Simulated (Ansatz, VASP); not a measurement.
TiN in VASP and in Ansatz

```
Ti N
1.0
     0.00000    2.12354    2.12354
     2.12354    0.00000    2.12354
     2.12354    2.12354    0.00000
Ti N
1 1
Direct
  0.50000 0.50000 0.50000
  0.00000 0.00000 0.00000
```

Alike in both runs: functional PBE; k mesh 18 × 18 × 18; occupations gaussian, width 0.1 eV; no spin polarisation.

Ansatz relaxed the structure, and its values are those at the end. VASP's run is a single point on that final structure, the one shown.

```csv
,VASP,Ansatz
version,VASP 6.6.1,Ansatz 0.2.0
potentials or method,"VASP PAW PBE potentials, release 64 (Ti_sv, N), cutoff 520 eV","scalar-relativistic, plane waves, PAW"
valence electrons in the cell,17,17
```

Ansatz gave:

| Property | Result |
| --- | --- |
| gap on the k mesh at the Fermi level (eV) | none |
| pressure (GPa) | 0.0 |

Task: What did VASP give for the same quantities?

Result: gap on the k mesh at the Fermi level (eV): none; pressure (GPa): 0.4.

A gap of «none» marks a metal or a gap that the smearing closes.
